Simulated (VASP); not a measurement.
A run of VASP 6.6.1 is set up as follows.

File INCAR:

```
SYSTEM = Si4Ge3
PREC     = Accurate       ! precision mode
ENCUT    = 600            ! plane-wave cutoff, eV
EDIFF    = 1E-7           ! SCF threshold, eV
ISMEAR   = 0              ! smearing method
SIGMA    = 0.2            ! smearing width, eV
LREAL    = .False.        ! projectors in reciprocal space
LASPH    = .True.         ! aspherical terms in the spheres
NELM     = 60             ! most SCF steps
ALGO     = Normal         ! electronic algorithm
ISIF     = 3              ! what is computed and relaxed
LWAVE    = .False.        ! write WAVECAR
LCHARG   = .False.        ! write CHGCAR
GGA      = PE             ! functional
IBRION   = 2              ! ionic algorithm
NSW      = 36             ! ionic steps
EDIFFG   = -0.08          ! ionic threshold
```

Contents of KPOINTS:

```
Automatic mesh
0
Gamma
  3 3 3
  0 0 0
```

File POSCAR:

```
Si4Ge3
1.0
    5.1815000000      2.9915404200      3.1986666700
   -5.1815000000      2.9915404200      3.1986666700
    0.0000000000     -5.9830808400      3.1986666700
Si Ge
8 6
Direct
    0.1607140000      0.0178570000      0.4464290000
    0.8392860000      0.9821430000      0.5535710000
    0.4464290000      0.1607140000      0.0178570000
    0.5535710000      0.8392860000      0.9821430000
    0.0178570000      0.4464290000      0.1607140000
    0.9821430000      0.5535710000      0.8392860000
    0.8750000000      0.8750000000      0.8750000000
    0.1250000000      0.1250000000      0.1250000000
    0.7321430000      0.3035710000      0.5892860000
    0.2678570000      0.6964290000      0.4107140000
    0.4107140000      0.2678570000      0.6964290000
    0.5892860000      0.7321430000      0.3035710000
    0.6964290000      0.4107140000      0.2678570000
    0.3035710000      0.5892860000      0.7321430000
```

Potentials or basis: VASP PAW PBE potentials, release 64 (Si, Ge_d).

Command:

```sh
$ cat potpaw_PBE.64/Si/POTCAR potpaw_PBE.64/Ge_d/POTCAR > POTCAR
$ mpirun -np 1 vasp_std > vasp.out
```

Question: Estimate the band gap on the k mesh.

Answer: 0.70 eV (least direct gap 1.55 eV).

Question: Predict the relaxed cell.

Answer: a = 6.833 Å, b = 6.833 Å, c = 6.833 Å, α = 99.61°, β = 99.61°, γ = 99.61°.

Forces in eV/Å, atoms in the order of the input:
```
Si   0.006  0.020 -0.032
Si  -0.006 -0.020  0.032
Si  -0.021 -0.005 -0.032
Si   0.021  0.005  0.032
Si   0.015 -0.016 -0.032
Si  -0.015  0.016  0.032
Si   0.000  0.000  0.026
Si   0.000  0.000 -0.026
Ge  -0.029 -0.020 -0.012
Ge   0.029  0.020  0.012
Ge  -0.032  0.015  0.012
Ge   0.032 -0.015 -0.012
Ge   0.003 -0.035  0.012
Ge  -0.003  0.035 -0.012
```

Caveat: the relaxation stopped at a loose force limit of 0.08 eV/Å, so its end isn't a converged minimum. A k mesh can miss the band edges.
